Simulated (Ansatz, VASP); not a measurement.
# Co: VASP beside Ansatz

```xyz
1
Lattice="-1.3723 1.3723 1.3723 1.3723 -1.3723 1.3723 1.3723 1.3723 -1.3723" Properties=species:S:1:pos:R:3 pbc="T T T"
Co    0.0000    0.0000    0.0000
```

Alike in both runs: task single point; functional revPBE; k mesh 18 × 18 × 18; occupations fermi-dirac, width 0.1 eV; no spin polarisation.

|  | VASP | Ansatz |
| --- | --- | --- |
| version | VASP 6.6.1 | Ansatz 0.2.0 |
| potentials or method | VASP PAW PBE potentials, release 64 (Co), cutoff 520 eV | plane waves (420 eV) with PAW, scalar-relativistic |
| valence electrons in the cell | 9 | 17 |

|  | VASP | Ansatz | Ansatz less VASP |
| --- | --- | --- | --- |
| pressure (GPa) | 9.2 | 10.0 | +0.86 |

VASP's potentials were made for PBE, not for revPBE. VASP's potentials hold 9 valence electrons a cell and Ansatz's 17, so a difference there can come from the potentials and not from the codes.
